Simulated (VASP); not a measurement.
# SiC (P6_3mc) in VASP: further runs, part 2 of 3

VASP 6.6.1. The steps go on from the part before.

### Step 3. Single point, LDA (c/a of the conventional cell at fixed volume 1.7726)

INCAR reads:

```
ALGO = Normal ; EDIFF = 1E-6
ENCUT = 520 ; GGA = CA
ISIF = 2 ; ISMEAR = 0
LASPH = True ; LCHARG = True
LELF = True ; LREAL = False
LVHAR = True ; LWAVE = False
NBANDS = 16 ; NELM = 100
PREC = Accurate ; SIGMA = 0.05
```

KPOINTS reads:

```
k-points
0
Gamma
  12 12 6
```

POSCAR reads:

```
SiC
1.0
    2.9787958993      0.0000000000      0.0000000000
   -1.4893979497      2.5797129215      0.0000000000
    0.0000000000      0.0000000000      5.2802136111
Si C
2 2
Direct
    0.3333333333      0.6666666667      0.0046041256
    0.6666666667      0.3333333333      0.5046041256
    0.3333333333      0.6666666667      0.3803958744
    0.6666666667      0.3333333333      0.8803958744
```

Potentials or basis: VASP PAW LDA potentials, release 64 (Si, C).

Started as:

```
$ cat potpaw_LDA.64/Si/POTCAR potpaw_LDA.64/C/POTCAR > POTCAR
$ mpirun -np 1 vasp_std > vasp.out
```

OUTCAR:

```text
EDIFF = 1E-6
   ENCUT = 520
   GGA = CA
   ISIF = 2
   ISMEAR = 0
   LASPH = True
   LREAL = False
   NELM = 100
   PREC = Accurate

 ion  position               nearest neighbor table
   1  0.333  0.667  0.005-   4 1.84   4 1.84   4 1.84   3 1.98
   2  0.667  0.333  0.505-   3 1.84   3 1.84   3 1.84   4 1.98
   3  0.333  0.667  0.380-   2 1.84   2 1.84   2 1.84   1 1.98
   4  0.667  0.333  0.880-   1 1.84   1 1.84   1 1.84   2 1.98

  LATTYP: Found a hexagonal cell.
 ALAT       =     2.9787958993
 C/A-ratio  =     1.7726000000

  Lattice vectors:

 A1 = (   2.9787958993,   0.0000000000,   0.0000000000)
 A2 = (  -1.4893979497,   2.5797129215,   0.0000000000)
 A3 = (   0.0000000000,   0.0000000000,   5.2802136111)

Analysis of symmetry for initial positions (statically):
=====================================================================
 Subroutine PRICEL returns:
 Original cell was already a primitive cell.

 Routine SETGRP: Setting up the symmetry group for a
 hexagonal supercell.

 Subroutine GETGRP returns: Found 12 space group operations
 (whereof  6 operations were pure point group operations)
 out of a pool of 24 trial point group operations.

The static configuration has the point symmetry C_3v.
 The point group associated with its full space group is C_6v.

Analysis of symmetry for dynamics (positions and initial velocities):
=====================================================================
 Subroutine PRICEL returns:
 Original cell was already a primitive cell.

 Routine SETGRP: Setting up the symmetry group for a
 hexagonal supercell.

 Subroutine GETGRP returns: Found 12 space group operations
 (whereof  6 operations were pure point group operations)
 out of a pool of 24 trial point group operations.

The dynamic configuration has the point symmetry C_3v.
 The point group associated with its full space group is C_6v.

 Subroutine INISYM returns: Found 12 space group operations
 (whereof  6 operations are pure point group operations),
 and found     1 'primitive' translations

----------------------------------------------------------------------------------------

                                     Primitive cell

  volume of cell :      40.5755

  direct lattice vectors                    reciprocal lattice vectors
     2.978795899  0.000000000  0.000000000     0.335706115  0.193820016  0.000000000
    -1.489397950  2.579712922  0.000000000     0.000000000  0.387640032  0.000000000
     0.000000000  0.000000000  5.280213611     0.000000000  0.000000000  0.189386277

  length of vectors
     2.978795899  2.978795899  5.280213611     0.387640032  0.387640032  0.189386277

  position of ions in fractional coordinates (direct lattice)
     0.333333333  0.666666667  0.004604126
     0.666666667  0.333333333  0.504604126
     0.333333333  0.666666667  0.380395874
     0.666666667  0.333333333  0.880395874

  ion indices of the primitive-cell ions
   primitive index   ion index
                 1           1
                 2           2
                 3           3
                 4           4

----------------------------------------------------------------------------------------

 KPOINTS: k-points

Automatic generation of k-mesh.
 Grid dimensions read from file:
 generate k-points for:   12   12    6

 Generating k-lattice:

  Cartesian coordinates                     Fractional coordinates (reciprocal lattice)
     0.027975510  0.016151668  0.000000000     0.083333333  0.000000000  0.000000000
     0.000000000  0.032303336  0.000000000     0.000000000  0.083333333  0.000000000
     0.000000000  0.000000000  0.031564380     0.000000000  0.000000000  0.166666667

  Length of vectors
     0.032303336  0.032303336  0.031564380

  Shift w.r.t. Gamma in fractional coordinates (k-lattice)
     0.000000000  0.000000000  0.000000000

 Subroutine IBZKPT returns following result:
 ===========================================

 Found     76 irreducible k-points:

 Following reciprocal coordinates:
            Coordinates               Weight
  0.000000  0.000000  0.000000      1.000000
  0.083333 -0.000000  0.000000      6.000000
  0.166667 -0.000000  0.000000      6.000000
  0.250000  0.000000  0.000000      6.000000
  0.333333 -0.000000  0.000000      6.000000
  0.416667  0.000000  0.000000      6.000000
[... 16 lines left out ...]
  0.250000  0.000000  0.166667     12.000000
  0.333333 -0.000000  0.166667     12.000000
 [... further k-points ...]
   k-points           NKPTS =     76   k-points in BZ     NKDIM =     76   number of bands    NBANDS=     16
   number of dos      NEDOS =    301   number of ions     NIONS =      4
   total plane-waves  NPLWV =  23040
   dimension x,y,z NGX =    24 NGY =   24 NGZ =   40
   dimension x,y,z NGXF=    48 NGYF=   48 NGZF=   80
   ions per type =               2   2
   NGX,Y,Z   is equivalent  to a cutoff of  13.39, 13.39, 12.59 a.u.
   NGXF,Y,Z  is equivalent  to a cutoff of  26.79, 26.79, 25.19 a.u.
 SYSTEM =  unknown system
   PREC   = accura    normal or accurate (medium, high low for compatibility)
   ISTART =      0    job   : 0-new  1-cont  2-samecut
   ICHARG =      2    charge: 1-file 2-atom 10-const
   ISPIN  =      1    spin polarized calculation?
   LNONCOLLINEAR =      F non collinear calculations
   LSORBIT =      F    spin-orbit coupling
   LASPH  =      T    aspherical Exc in radial PAW
   ENCUT  =  520.0 eV  38.22 Ry    6.18 a.u.   5.54  5.54  9.82*2*pi/ulx,y,z
   NELM   =    100;   NELMIN=  2; NELMDL= -5     # of ELM steps
   EDIFF  = 0.1E-05   stopping-criterion for ELM
   LREAL  =      F    real-space projection
   EDIFFG = 0.1E-04   stopping-criterion for IOM
   NSW    =      0    number of steps for IOM
   IBRION =     -1    ionic relax: 0-MD 1-quasi-New 2-CG
   NFREE  =      0    steps in history (QN), initial steepest desc. (CG)
   ISIF   =      2    stress and relaxation
   ISYM   =      2    0-nonsym 1-usesym 2-fastsym
   POTIM  = 0.5000    time-step for ionic-motion
   TEBEG  =    0.0;   TEEND  =   0.0 temperature during run
   PSTRESS=    0.0 pullay stress
   NELECT =      16.0000    total number of electrons
   NUPDOWN=      -1.0000    fix difference up-down
   EMIN   =  10.00;   EMAX   =-10.00  energy-range for DOS
   EFERMI =   0.00;   METHOD = LEGACY
   ISMEAR =     0;   SIGMA  =   0.05  broadening in eV -4-tet -1-fermi 0-gaus
   EFERMI_NEDOS =   21; number of points for ismear=-14 and -15
   IALGO  =     38    algorithm
   IMIX   =      4    mixing-type and parameters
     AMIX     =   0.40;   BMIX     =  1.00
     AMIX_MAG =   1.60;   BMIX_MAG =  1.00
  volume/ion in A,a.u.               =      10.14        68.45
  Fermi-wavevector in a.u.,A,eV,Ry     =   1.200495  2.268606 19.608550  1.441188
  Thomas-Fermi vector in A             =   2.336329
   LORBIT       =      0    0 simple, 1 ext, 2 COOP (PROOUT), +10 PAW based schemes
   GGA     = CA    functional components
   LHFCALC =     F    Hartree Fock is set to
   AEXX    =    0.0000 exact exchange contribution
   IVDW    =     0    specifies the selected vdW correction
   LEPSILON=     F    determine dielectric tensor
   LRPA    =     F    only Hartree local field effects (RPA)
 non-spin polarized calculation
 Gauss-broadening in eV      SIGMA  =   0.05
  energy-cutoff  :      520.00
  volume of cell :       40.58
 maximum number of plane-waves:      1115
 NGX is ok and might be reduce to    24
   NGX = 11   NGY = 11   NGZ = 19

 number of electron      16.0000001 magnetization

 Free energy of the ion-electron system (eV)
  ---------------------------------------------------
  ext. energy  EPLUGINS =         0.00000000
  ---------------------------------------------------
  free energy    TOTEN  =       -32.99655251 eV

  energy without entropy =      -32.99655251  energy(sigma->0) =      -32.99655251

 E-fermi :   8.7874     XC(G=0): -11.6346

 val. band max:        8.5588723934   @ k =   0.0000   0.0000   0.0000
 cond. band min:      10.3684293912   @ k =   0.3333   0.3333   0.0000
 fundamental gap:      1.8095569978
 Fermi energy:         8.7873694559

 k-point     1 :       0.0000    0.0000    0.0000
  band No.  band energies     occupation
      1      -7.2172      2.00000
      2      -4.1587      2.00000
      3      -0.4860      2.00000
      4       7.5877      2.00000
      5       7.5877      2.00000
      6       7.9271      2.00000
[... 433 lines left out ...]
      3       1.2586      2.00000
      4       2.6023      2.00000
      5       3.5278      2.00000
      6       5.9479      2.00000
[... 8 lines left out ...]
     15      19.4268      0.00000
     16      20.7535      0.00000

 [... further k-points ...]
[... 5 lines left out ...]
  --------------------------------------------------------------------------------------
  -------------------------------------------------------------------------------------
  Total        4.1743691      4.1743691     -6.5018236     -0.0000000     -0.0000000      0.0000000
  in kB      164.8305884    164.8305884   -256.7332654     -0.0000000     -0.0000000      0.0000000
  external PRESSURE =      24.3093038 kB  Pullay stress =       0.0000000 kB

 VOLUME and BASIS-vectors are now :
 -----------------------------------------------------------------------------
  energy-cutoff  :      520.00
  volume of cell :       40.58
      direct lattice vectors                 reciprocal lattice vectors
     2.978795899  0.000000000  0.000000000     0.335706115  0.193820016  0.000000000
    -1.489397950  2.579712922  0.000000000     0.000000000  0.387640032  0.000000000
     0.000000000  0.000000000  5.280213611     0.000000000  0.000000000  0.189386277

 POSITION                                       TOTAL-FORCE (eV/Angst)
 -----------------------------------------------------------------------------------
     -0.00000      1.71981      0.02431        -0.000000      0.000000      0.518701
      1.48940      0.85990      2.66442         0.000000      0.000000      0.518701
     -0.00000      1.71981      2.00857        -0.000000      0.000000     -0.518701
      1.48940      0.85990      4.64868        -0.000000     -0.000000     -0.518701
 -----------------------------------------------------------------------------------
    total drift:                                0.000000      0.000000      0.001511

  FREE ENERGIE OF THE ION-ELECTRON SYSTEM (eV)
  ---------------------------------------------------
  free  energy   TOTEN  =       -32.9965525106 eV

  energy  without entropy=      -32.9965525106  energy(sigma->0) =      -32.99655251
```

stdout:

```text
POSCAR found type information on POSCAR SiC
 POSCAR found :  2 types and       4 ions
 scaLAPACK will be used
 LDA part: xc-table for (Slater(with rela. corr.)+CA(PZ))
 , standard interpolation
 POSCAR, INCAR and KPOINTS ok, starting setup
 FFT: planning ... GRIDC
 FFT: planning ... GRID_SOFT
 FFT: planning ... GRID
 WAVECAR not read
 entering main loop
```

It took 17 s on 1 thread of Intel Xeon 6975P-C (Granite Rapids), shared host; peak memory 0.16 GiB.

Results:

```yaml
Free_energy: -32.9966 eV
Pressure: 2.4 GPa
Largest_force: 0.519 eV/Å
Band_gap_on_the_k_mesh: 1.81 eV, indirect (least direct gap 4.36 eV)
```

Forces in eV/Å, atoms in the order of the input:
```
Si   0.000  0.000  0.519
Si   0.000  0.000  0.519
C    0.000  0.000 -0.519
C    0.000  0.000 -0.519
```

Stress tensor (GPa, compression positive):
```
 16.48   0.00   0.00
  0.00  16.48   0.00
  0.00   0.00 -25.67
```

Levels at points of the mesh, in eV from the valence-band top:
| k point | band 5 | band 6 | band 7 | band 8 | band 9 | band 10 | band 11 | band 12 |
| --- | --- | --- | --- | --- | --- | --- | --- | --- |
| (0.00, 0.00, 0.00) | -0.97 | -0.63 | 0.00 | 0.00 | 4.49 | 6.05 | 7.22 | 7.22 |
| (0.50, 0.00, 0.00) | -5.48 | -3.40 | -3.09 | -1.41 | 3.17 | 3.59 | 6.82 | 7.37 |
| (0.00, 0.00, 0.50) | -0.52 | -0.52 | -0.52 | -0.52 | 6.71 | 6.71 | 7.82 | 7.82 |
| (0.50, 0.00, 0.50) | -2.75 | -2.75 | -2.37 | -2.37 | 2.79 | 2.79 | 4.99 | 4.99 |

### Step 4. Single point, LDA (c/a of the conventional cell at fixed volume 1.6413)

INCAR reads:

```
SYSTEM = SiC
PREC     = Accurate       ! precision mode
ENCUT    = 520            ! plane-wave cutoff, eV
EDIFF    = 1E-6           ! SCF threshold, eV
ISMEAR   = 0              ! smearing method
SIGMA    = 0.05           ! smearing width, eV
LREAL    = .False.        ! projectors in reciprocal space
LASPH    = .True.         ! aspherical terms in the spheres
NELM     = 60             ! most SCF steps
ALGO     = Normal         ! electronic algorithm
ISIF     = 2              ! what is computed and relaxed
LWAVE    = .False.        ! write WAVECAR
LCHARG   = .True.         ! write CHGCAR
GGA      = CA             ! functional
LELF     = .True.         ! ELF
LVHAR    = .True.       
NBANDS   = 16             ! bands
```

KPOINTS reads:

```
regular mesh
0
Gamma
  12 12 6
  0 0 0
```

POSCAR reads:

```
SiC
1.0
    3.0561890961      0.0000000000      0.0000000000
   -1.5280945481      2.6467373960      0.0000000000
    0.0000000000      0.0000000000      5.0161734257
Si C
2 2
Direct
    0.3333333333      0.6666666667      0.0046041256
    0.6666666667      0.3333333333      0.5046041256
    0.3333333333      0.6666666667      0.4252507829
    0.6666666667      0.3333333333      0.9252507829
```

Started as:

```
$ cat potpaw_LDA.64/Si/POTCAR potpaw_LDA.64/C/POTCAR > POTCAR
$ mpirun -np 1 vasp_std > vasp.out
```

Run time: 15 s. Hardware: 1 thread of Intel Xeon 6975P-C (Granite Rapids), shared host; peak memory 0.16 GiB.

The run converged. Its results:

* Free energy: -32.6264 eV
* Pressure: 4.5 GPa
* Largest force: 2.309 eV/Å
* Band gap on the k mesh: 1.54 eV, indirect (least direct gap 3.83 eV)

Forces in eV/Å, atoms in the order of the input:
```
Si   0.000  0.000  2.309
Si   0.000  0.000  2.309
C    0.000  0.000 -2.309
C    0.000  0.000 -2.309
```

Stress tensor (GPa, compression positive):
```
10.10  0.00  0.00
 0.00 10.10  0.00
 0.00  0.00 -6.62
```

Levels at points of the mesh, in eV from the valence-band top:
```tsv
k point	band 6	band 7	band 8	band 9	band 10	band 11
(0.00, 0.00, 0.00)	-1.61	-1.61	0.00	3.83	5.11	5.59
(0.50, 0.00, 0.00)	-4.72	-3.61	-2.84	1.54	3.64	5.76
(0.00, 0.00, 0.50)	-2.23	-2.23	-2.23	4.89	4.89	6.19
(0.50, 0.00, 0.50)	-3.92	-2.70	-2.70	2.31	2.31	3.64
```

Caveat: forces of over 1 eV/Å act on the atoms, so gaps and moduli don't describe the material at rest.

(Part 2 of 3 ends here.)
